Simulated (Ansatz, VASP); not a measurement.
## HfO2: VASP beside Ansatz

```
Hf O
1.0
     5.16092    0.00000   -0.00534
     0.00000    5.21212    0.00000
    -0.89310    0.00000    5.27690
Hf O
4 8
Cartesian
  0.7904 2.3823 3.7365
  3.0309 4.9883 4.1735
  3.4774 2.8298 1.5350
  1.2369 0.2238 1.0981
  1.4460 3.8715 5.1513
  2.3753 1.2654 2.7587
  2.8219 1.3406 0.1203
  1.8925 3.9467 2.5128
  0.0352 1.7130 1.8382
  4.6791 4.3190 0.7949
  4.2326 3.4992 3.4334
  -0.4113 0.8931 4.4767
```

Alike in both runs: functional PBE; k mesh 4 × 4 × 4; occupations gaussian, width 0.02 eV; no spin polarisation.

Ansatz relaxed the structure, and its values are those at the end. VASP's run is a single point on that final structure, the one shown.

```csv
,VASP,Ansatz
version,VASP 6.6.1,Ansatz 0.2.0
potentials or method,"VASP PAW PBE potentials, release 64 (Hf_pv, O), cutoff 520 eV","scalar-relativistic, plane waves, PAW"
valence electrons in the cell,88,152
```

Ansatz gave:

```
gap on the k mesh at the Fermi level (eV) : 4.04
least direct gap on the mesh (eV)         : 4.13
pressure (GPa)                            : 0.0
rms of the force components (eV/Å)        : 0.001
```

Task: What did VASP give for the same quantities?

Result: gap on the k mesh at the Fermi level (eV): 4.00; least direct gap on the mesh (eV): 4.08; pressure (GPa): -3.0; rms of the force components (eV/Å): 0.033.

VASP's potentials hold 88 valence electrons a cell and Ansatz's 152, so a difference there can come from the potentials and not from the codes.

Spin-orbit coupling is off throughout.
